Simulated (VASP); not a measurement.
# Os (P6/mmm) in VASP: a series of runs

Os is run at these levels: r2SCAN; tasks: single point.

Program: VASP 6.6.1. These are calculated values, not measurements. Logs are shortened: lines on timing, memory, paths and dates and some standing lists are left out, and cuts for length are marked.

## Step 1: The cell of the first run

The structure is hexagonal, space group P6/mmm (No. 191). The conventional cell has a = 4.178 Å, b = 4.178 Å, c = 2.630 Å, α = 90.00°, β = 90.00°, γ = 120.00°. Within 3.5 Å of Os (site symmetry 6/mmm) lie 14 Os at 2.63 to 2.75 Å. Os (site symmetry -6m2) has 11 Os at 2.41 to 2.75 Å within 3.2 Å.

This isn't the form of Os at room conditions, which is hcp.

## Step 2: Single point, r2SCAN (13.26 Å³/atom)

POSCAR

```
Os
1.0
    4.1781679926      0.0000000000      0.0000000000
   -2.0890839963      3.6183996229      0.0000000000
    0.0000000000      0.0000000000      2.6303056781
Os
3
Direct
    1.0000000000      1.0000000000      1.0000000000
    0.3333333333      0.6666666667      0.5000000000
    0.6666666667      0.3333333333      0.5000000000
```

INCAR.step1

```
SYSTEM = Os
ALGO = Normal
EDIFF = 1E-4
ENCUT = 520
GGA = PE
ISMEAR = -1
LASPH = .TRUE.
LCHARG = .FALSE.
LREAL = .FALSE.
LWAVE = .TRUE.
NBANDS = 19
NELM = 80
PREC = Accurate
SIGMA = 0.1
```

INCAR.step2

```
SYSTEM = Os
ALGO = Normal
EDIFF = 1E-6
ENCUT = 520
ISIF = 2
ISMEAR = -1
ISTART = 1
LASPH = .TRUE.
LCHARG = .FALSE.
LMIXTAU = .TRUE.
LREAL = .FALSE.
LWAVE = .FALSE.
METAGGA = R2SCAN
NBANDS = 19
NELM = 80
PREC = Accurate
SIGMA = 0.1
```

KPOINTS

```
k-points
0
G
  10 10 13
  0 0 0
```

Potentials or basis: VASP PAW PBE potentials, release 64 (Os).

Started as:

```
$ cat potpaw_PBE.64/Os/POTCAR > POTCAR
$ cp INCAR.step1 INCAR
$ mpirun -np 1 vasp_std > vasp.out
$ cp INCAR.step2 INCAR
$ mpirun -np 1 vasp_std > vasp.out
```

OUTCAR:

```text
SYSTEM = Os
   EDIFF = 1E-6
   ENCUT = 520
   ISIF = 2
   ISMEAR = -1
   ISTART = 1
   LASPH = .TRUE.
   LREAL = .FALSE.
   METAGGA = R2SCAN
   NELM = 80
   PREC = Accurate

 ion  position               nearest neighbor table
   1  0.000  0.000  0.000-   2 2.75   3 2.75   2 2.75   3 2.75   3 2.75   3 2.75   2 2.75   2 2.75
                             3 2.75   3 2.75   2 2.75   2 2.75
   2  0.333  0.667  0.500-   3 2.41   3 2.41   3 2.41   1 2.75   1 2.75   1 2.75   1 2.75   1 2.75
                             1 2.75
   3  0.667  0.333  0.500-   2 2.41   2 2.41   2 2.41   1 2.75   1 2.75   1 2.75   1 2.75   1 2.75
                             1 2.75

  LATTYP: Found a hexagonal cell.
 ALAT       =     4.1781679926
 C/A-ratio  =     0.6295356440

  Lattice vectors:

 A1 = (   4.1781679926,   0.0000000000,   0.0000000000)
 A2 = (  -2.0890839963,   3.6183996229,   0.0000000000)
 A3 = (   0.0000000000,   0.0000000000,   2.6303056781)

Analysis of symmetry for initial positions (statically):
=====================================================================
 Subroutine PRICEL returns:
 Original cell was already a primitive cell.

 Routine SETGRP: Setting up the symmetry group for a
 hexagonal supercell.

 Subroutine GETGRP returns: Found 24 space group operations
 (whereof 24 operations were pure point group operations)
 out of a pool of 24 trial point group operations.

The static configuration has the point symmetry D_6h.

Analysis of symmetry for dynamics (positions and initial velocities):
=====================================================================
 Subroutine PRICEL returns:
 Original cell was already a primitive cell.

 Routine SETGRP: Setting up the symmetry group for a
 hexagonal supercell.

 Subroutine GETGRP returns: Found 24 space group operations
 (whereof 24 operations were pure point group operations)
 out of a pool of 24 trial point group operations.

The dynamic configuration has the point symmetry D_6h.

 Subroutine INISYM returns: Found 24 space group operations
 (whereof 24 operations are pure point group operations),
 and found     1 'primitive' translations

----------------------------------------------------------------------------------------

                                     Primitive cell

  volume of cell :      39.7657

  direct lattice vectors                    reciprocal lattice vectors
     4.178167993  0.000000000  0.000000000     0.239339347  0.138182637  0.000000000
    -2.089083996  3.618399623  0.000000000     0.000000000  0.276365273  0.000000000
     0.000000000  0.000000000  2.630305678     0.000000000  0.000000000  0.380183949

[... 86 lines left out ...]
   LREAL  =      F    real-space projection
   EDIFFG = 0.1E-04   stopping-criterion for IOM
   NSW    =      0    number of steps for IOM
   IBRION =     -1    ionic relax: 0-MD 1-quasi-New 2-CG
   NFREE  =      0    steps in history (QN), initial steepest desc. (CG)
   ISIF   =      2    stress and relaxation
   ISYM   =      2    0-nonsym 1-usesym 2-fastsym
   POTIM  = 0.5000    time-step for ionic-motion
   TEBEG  =    0.0;   TEEND  =   0.0 temperature during run
   PSTRESS=    0.0 pullay stress
   NELECT =      24.0000    total number of electrons
   NUPDOWN=      -1.0000    fix difference up-down
   EMIN   =  10.00;   EMAX   =-10.00  energy-range for DOS
   EFERMI =   0.00;   METHOD = LEGACY
   ISMEAR =    -1;   SIGMA  =   0.10  broadening in eV -4-tet -1-fermi 0-gaus
   EFERMI_NEDOS =   21; number of points for ismear=-14 and -15
   IALGO  =     38    algorithm
   IMIX   =      4    mixing-type and parameters
     AMIX     =   0.40;   BMIX     =  1.00
     AMIX_MAG =   1.60;   BMIX_MAG =  1.00
  volume/ion in A,a.u.               =      13.26        89.45
  Fermi-wavevector in a.u.,A,eV,Ry     =   1.383489  2.614415 26.042118  1.914042
  Thomas-Fermi vector in A             =   2.508082
   LORBIT       =      0    0 simple, 1 ext, 2 COOP (PROOUT), +10 PAW based schemes
   METAGGA = R2SCAN    functional components
   LHFCALC =     F    Hartree Fock is set to
   AEXX    =    0.0000 exact exchange contribution
   IVDW    =     0    specifies the selected vdW correction
   LEPSILON=     F    determine dielectric tensor
   LRPA    =     F    only Hartree local field effects (RPA)
 non-spin polarized calculation
  energy-cutoff  :      520.00
  volume of cell :       39.77
 maximum number of plane-waves:      1095
 NGX is ok and might be reduce to    32
   NGX = 15   NGY = 15   NGZ =  9

 number of electron      24.0000002 magnetization

 Free energy of the ion-electron system (eV)
  ---------------------------------------------------
  ext. energy  EPLUGINS =         0.00000000
  ---------------------------------------------------
  free energy    TOTEN  =      -157.53283204 eV

  energy without entropy =     -157.47310404  energy(sigma->0) =     -157.50296804

 E-fermi :  10.3541     XC(G=0): -15.7192

 val. band max:       10.3205242793   @ k =   0.4000   0.1000   0.1538
 cond. band min:      10.3561643396   @ k =   0.3000   0.2000   0.2308
 fundamental gap:      0.0356400602
 Fermi energy:        10.3540682000

 k-point     1 :       0.0000    0.0000    0.0000
  band No.  band energies     occupation
      1      -1.8056      2.00000
      2       2.0838      2.00000
      3       5.2868      2.00000
      4       5.5142      2.00000
      5       5.5142      2.00000
      6       5.5542      2.00000
[... 505 lines left out ...]
      6       5.0652      2.00000
[... 11 lines left out ...]
     18      13.7010      0.00000
     19      21.5484      0.00000

 [... further k-points ...]

------------------------ aborting loop because EDIFF is reached ----------------------------------------

  FORCE on cell =-STRESS in cart. coord.  units (eV):
  Direction    XX          YY          ZZ          XY          YZ          ZX
  --------------------------------------------------------------------------------------
  -------------------------------------------------------------------------------------
  Total       10.8954201     10.8954201      9.7541186      0.0000000     -0.0000000      0.0000000
  in kB      438.9811929    438.9811929    392.9976581      0.0000000     -0.0000000      0.0000000
  external PRESSURE =     423.6533480 kB  Pullay stress =       0.0000000 kB

 VOLUME and BASIS-vectors are now :
 -----------------------------------------------------------------------------
  energy-cutoff  :      520.00
  volume of cell :       39.77
      direct lattice vectors                 reciprocal lattice vectors
     4.178167993  0.000000000  0.000000000     0.239339347  0.138182637  0.000000000
    -2.089083996  3.618399623  0.000000000     0.000000000  0.276365273  0.000000000
     0.000000000  0.000000000  2.630305678     0.000000000  0.000000000  0.380183949

 POSITION                                       TOTAL-FORCE (eV/Angst)
 -----------------------------------------------------------------------------------
      0.00000      0.00000      0.00000        -0.000000     -0.000000      0.000000
     -0.00000      2.41227      1.31515        -0.000000      0.000000      0.000000
      2.08908      1.20613      1.31515         0.000000     -0.000000      0.000000
 -----------------------------------------------------------------------------------
    total drift:                               -0.000000      0.000000      0.000000

  FREE ENERGIE OF THE ION-ELECTRON SYSTEM (eV)
  ---------------------------------------------------
  free  energy   TOTEN  =      -157.5328320370 eV

  energy  without entropy=     -157.4731040365  energy(sigma->0) =     -157.50296804
```

OUTCAR.step1:

```text
SYSTEM = Os
   EDIFF = 1E-4
   ENCUT = 520
   GGA = PE
   ISMEAR = -1
   LASPH = .TRUE.
   LREAL = .FALSE.
   NELM = 80
[... 754 lines left out ...]
      0.00000      0.00000      0.00000        -0.000000      0.000000      0.000000
     -0.00000      2.41227      1.31515        -0.000000     -0.000000      0.000000
      2.08908      1.20613      1.31515         0.000000      0.000000      0.000000
 -----------------------------------------------------------------------------------
    total drift:                               -0.000000      0.000000      0.000000

  FREE ENERGIE OF THE ION-ELECTRON SYSTEM (eV)
  ---------------------------------------------------
  free  energy   TOTEN  =       -32.1548921656 eV

  energy  without entropy=      -32.0909517083  energy(sigma->0) =      -32.12292194
```

OSZICAR.step1:

```text
N       E                     dE             d eps       ncg     rms          rms(c)
DAV:   1     0.185135193803E+03    0.18514E+03   -0.11540E+04  3828   0.122E+03
DAV:   2    -0.219898314037E+02   -0.20713E+03   -0.19562E+03  3766   0.421E+02
DAV:   3    -0.337149742281E+02   -0.11725E+02   -0.11101E+02  4590   0.818E+01
DAV:   4    -0.339824848625E+02   -0.26751E+00   -0.26307E+00  4249   0.130E+01
DAV:   5    -0.339851637177E+02   -0.26789E-02   -0.26779E-02  4203   0.110E+00    0.331E+01
DAV:   6    -0.326784311359E+02    0.13067E+01   -0.17562E+00  5066   0.959E+00    0.172E+01
DAV:   7    -0.325669991832E+02    0.11143E+00   -0.37444E+00  5568   0.159E+01    0.580E+00
DAV:   8    -0.321578432413E+02    0.40916E+00   -0.18412E+00  5474   0.108E+01    0.480E-01
DAV:   9    -0.321558227914E+02    0.20204E-02   -0.58052E-02  3858   0.197E+00    0.378E-01
DAV:  10    -0.321553445893E+02    0.47820E-03   -0.76072E-04  4585   0.236E-01    0.276E-01
DAV:  11    -0.321549051590E+02    0.43943E-03   -0.73773E-04  3889   0.243E-01    0.549E-02
DAV:  12    -0.321548921656E+02    0.12993E-04   -0.21402E-05  2042   0.393E-02
   1 F= -.32154892E+02 E0= -.32122922E+02  d E =-.639405E-01
```

Wall time 3.6 min (1 thread of Oxide Virtual Turin-like, shared host); peak memory 0.17 GiB.

Results:

| Item | Value |
| --- | --- |
| Free energy | -157.5328 eV |
| Pressure | 42.4 GPa |
| Band gap on the k mesh | zero (bands 12 and 13 overlap by 3.07 eV) |

Stress tensor (GPa, compression positive):
```
43.90  0.00  0.00
 0.00 43.90  0.00
 0.00  0.00 39.30
```

Caveat: the cell stands under pressure; the PAW data sets were made with another functional, which shifts forces and pressure a little; spin-orbit coupling is left out, which moves the levels of the heavy elements.

## Step 3: Single point, r2SCAN (13.83 Å³/atom)

This run uses another cell than the first one, of 13.83 Å³/atom.

POSCAR

```
Os
1.0
    4.2378641721      0.0000000000      0.0000000000
   -2.1189320860      3.6700980308      0.0000000000
    0.0000000000      0.0000000000      2.6678865509
Os
3
Direct
    1.0000000000      1.0000000000      1.0000000000
    0.3333333333      0.6666666667      0.5000000000
    0.6666666667      0.3333333333      0.5000000000
```

INCAR.step1

```
PREC     = Accurate       # precision mode
ENCUT    = 520            # plane-wave cutoff, eV
ISMEAR   = -1             # smearing method
SIGMA    = 0.1            # smearing width, eV
LREAL    = F              # projectors in reciprocal space
LASPH    = T              # aspherical terms in the spheres
NELM     = 100            # most SCF steps
NBANDS   = 19             # bands
GGA      = PE             # functional
ALGO     = Normal         # electronic algorithm
EDIFF    = 1E-4           # SCF threshold, eV
LWAVE    = T              # write WAVECAR
LCHARG   = F              # write CHGCAR
```

INCAR.step2

```
PREC     = Accurate       # precision mode
ENCUT    = 520            # plane-wave cutoff, eV
EDIFF    = 1E-7           # SCF threshold, eV
ISMEAR   = -1             # smearing method
SIGMA    = 0.1            # smearing width, eV
LREAL    = F              # projectors in reciprocal space
LASPH    = T              # aspherical terms in the spheres
NELM     = 100            # most SCF steps
ALGO     = Normal         # electronic algorithm
ISIF     = 2              # what is computed and relaxed
LWAVE    = F              # write WAVECAR
LCHARG   = F              # write CHGCAR
METAGGA  = R2SCAN         # meta-GGA
LMIXTAU  = T            
NBANDS   = 19             # bands
ISTART   = 1
```

KPOINTS

```
regular mesh
0
Gamma
  10 10 13
```

Potentials or basis: VASP PAW PBE potentials, release 64 (Os).

Started as:

```
$ cat potpaw_PBE.64/Os/POTCAR > POTCAR
$ cp INCAR.step1 INCAR
$ mpirun -np 1 vasp_std > vasp.out
$ cp INCAR.step2 INCAR
$ mpirun -np 1 vasp_std > vasp.out
```

OUTCAR:

```text
PREC = Accurate
   ENCUT = 520
   EDIFF = 1E-7
   ISMEAR = -1
   LREAL = F
   LASPH = T
   NELM = 100
   ISIF = 2
   METAGGA = R2SCAN
   ISTART = 1

 ion  position               nearest neighbor table
   1  0.000  0.000  0.000-   2 2.79   3 2.79   2 2.79   3 2.79   2 2.79   2 2.79   3 2.79   3 2.79
                             3 2.79   3 2.79   2 2.79   2 2.79
   2  0.333  0.667  0.500-   3 2.45   3 2.45   3 2.45   1 2.79   1 2.79   1 2.79   1 2.79   1 2.79
                             1 2.79
[... 729 lines left out ...]
  Direction    XX          YY          ZZ          XY          YZ          ZX
  --------------------------------------------------------------------------------------
  -------------------------------------------------------------------------------------
  Total        5.0960625      5.0960625      4.6884535      0.0000000     -0.0000000     -0.0000000
  in kB      196.7674554    196.7674554    181.0289941      0.0000000     -0.0000000     -0.0000000
  external PRESSURE =     191.5213016 kB  Pullay stress =       0.0000000 kB

 VOLUME and BASIS-vectors are now :
 -----------------------------------------------------------------------------
  energy-cutoff  :      520.00
  volume of cell :       41.49
      direct lattice vectors                 reciprocal lattice vectors
     4.237864172  0.000000000  0.000000000     0.235967921  0.136236143  0.000000000
    -2.118932086  3.670098031  0.000000000     0.000000000  0.272472286  0.000000000
     0.000000000  0.000000000  2.667886551     0.000000000  0.000000000  0.374828532

 POSITION                                       TOTAL-FORCE (eV/Angst)
 -----------------------------------------------------------------------------------
      0.00000      0.00000      0.00000         0.000000      0.000000     -0.000000
     -0.00000      2.44673      1.33394         0.000000      0.000000      0.000000
      2.11893      1.22337      1.33394        -0.000000      0.000000     -0.000000
 -----------------------------------------------------------------------------------
    total drift:                               -0.000000      0.000000      0.000000

  FREE ENERGIE OF THE ION-ELECTRON SYSTEM (eV)
  ---------------------------------------------------
  free  energy   TOTEN  =      -157.8609029819 eV

  energy  without entropy=     -157.7965747241  energy(sigma->0) =     -157.82873885
```

OUTCAR.step1:

```text
PREC = Accurate
   ENCUT = 520
   ISMEAR = -1
   LREAL = F
   LASPH = T
[... 756 lines left out ...]
      0.00000      0.00000      0.00000         0.000000      0.000000     -0.000000
     -0.00000      2.44673      1.33394        -0.000000      0.000000     -0.000000
      2.11893      1.22337      1.33394         0.000000     -0.000000      0.000000
 -----------------------------------------------------------------------------------
    total drift:                               -0.000000      0.000000      0.000000

  FREE ENERGIE OF THE ION-ELECTRON SYSTEM (eV)
  ---------------------------------------------------
  free  energy   TOTEN  =       -32.5562933539 eV

  energy  without entropy=      -32.4872756955  energy(sigma->0) =      -32.52178452
```

Run time: 5.2 min. Hardware: 1 thread of Oxide Virtual Turin-like, shared host; peak memory 0.17 GiB.

What came out:

```
Free energy            : -157.8609 eV
Pressure               : 19.2 GPa
Band gap on the k mesh : zero (bands 12 and 13 overlap by 2.86 eV)
```

Caveat: the cell stands under pressure; the PAW data sets were made with another functional, which shifts forces and pressure a little; spin-orbit coupling is left out, which moves the levels of the heavy elements.

## Step 4: Single point, r2SCAN (14.41 Å³/atom)

This run uses another cell than the first one, of 14.41 Å³/atom.

POSCAR

```
Os
1.0
    4.2959243207      0.0000000000      0.0000000000
   -2.1479621604      3.7203795945      0.0000000000
    0.0000000000      0.0000000000      2.7044374839
Os
3
Direct
    1.0000000000      1.0000000000      1.0000000000
    0.3333333333      0.6666666667      0.5000000000
    0.6666666667      0.3333333333      0.5000000000
```

INCAR.step1

```
PREC     = Accurate       # precision mode
ENCUT    = 520            # plane-wave cutoff, eV
ISMEAR   = -1             # smearing method
SIGMA    = 0.1            # smearing width, eV
LREAL    = False          # projectors in reciprocal space
LASPH    = True           # aspherical terms in the spheres
NELM     = 60             # most SCF steps
NBANDS   = 19             # bands
GGA      = PE             # functional
ALGO     = Normal         # electronic algorithm
EDIFF    = 1E-4           # SCF threshold, eV
LWAVE    = True           # write WAVECAR
LCHARG   = False          # write CHGCAR
```

INCAR.step2

```
PREC     = Accurate       # precision mode
ENCUT    = 520            # plane-wave cutoff, eV
EDIFF    = 1E-6           # SCF threshold, eV
ISMEAR   = -1             # smearing method
SIGMA    = 0.1            # smearing width, eV
LREAL    = False          # projectors in reciprocal space
LASPH    = True           # aspherical terms in the spheres
NELM     = 60             # most SCF steps
ALGO     = Normal         # electronic algorithm
ISIF     = 2              # what is computed and relaxed
LWAVE    = False          # write WAVECAR
LCHARG   = False          # write CHGCAR
METAGGA  = R2SCAN         # meta-GGA
LMIXTAU  = True         
NBANDS   = 19             # bands
ISTART   = 1
```

KPOINTS

```
Automatic mesh
0
Gamma
  10 10 13
```

Started as:

```
$ cat potpaw_PBE.64/Os/POTCAR > POTCAR
$ cp INCAR.step1 INCAR
$ mpirun -np 1 vasp_std > vasp.out
$ cp INCAR.step2 INCAR
$ mpirun -np 1 vasp_std > vasp.out
```

It took 5.2 min on 1 thread of Oxide Virtual Turin-like, shared host; peak memory 0.17 GiB.

It converged, with:

- Free energy: -157.9652 eV
- Pressure: 0.7 GPa
- Band gap on the k mesh: zero (bands 12 and 13 overlap by 2.67 eV)

Stress tensor (GPa, compression positive):
```
0.42 0.00 0.00
0.00 0.42 0.00
0.00 0.00 1.30
```

Levels at points of the mesh, in eV from the Fermi level:
| k point | band 9 | band 10 | band 11 | band 12 | band 13 | band 14 | band 15 | band 16 |
| --- | --- | --- | --- | --- | --- | --- | --- | --- |
| (0.00, 0.00, 0.00) | -2.52 | -2.52 | -1.62 | -1.62 | -1.58 | -1.58 | 2.49 | 2.49 |
| (0.50, 0.00, 0.00) | -3.13 | -1.33 | -1.32 | 0.04 | 0.35 | 1.27 | 1.28 | 1.37 |

Caveat: the PAW data sets were made with another functional, which shifts forces and pressure a little; spin-orbit coupling is left out, which moves the levels of the heavy elements.

## Step 5: Overview

| cell | gap on the mesh (eV) | pressure (GPa) |
| --- | --- | --- |
| a = 4.178, b = 4.178, c = 2.630 Å, angles 90.0, 90.0, 120.0°, 3 atoms | none | 42.4 |
| a = 4.238, b = 4.238, c = 2.668 Å, angles 90.0, 90.0, 120.0°, 3 atoms | none | 19.2 |
| a = 4.296, b = 4.296, c = 2.704 Å, angles 90.0, 90.0, 120.0°, 3 atoms | none | 0.7 |

Alike in all rows: task single point; level r2SCAN; potentials or basis VASP PAW PBE potentials, release 64 (Os); no spin polarisation; k mesh 10 × 10 × 13; cutoff (eV) 520; smearing fermi-dirac 0.1 eV.

Caveats: the PAW data sets were made with another functional, which shifts forces and pressure a little; spin-orbit coupling is left out, which moves the levels of the heavy elements; the cell stands under pressure (at least some runs).

Absolute energies hang on the potentials; compare differences alone.

The gap in the log of VASP goes by the Fermi energy; the results here count the filled bands.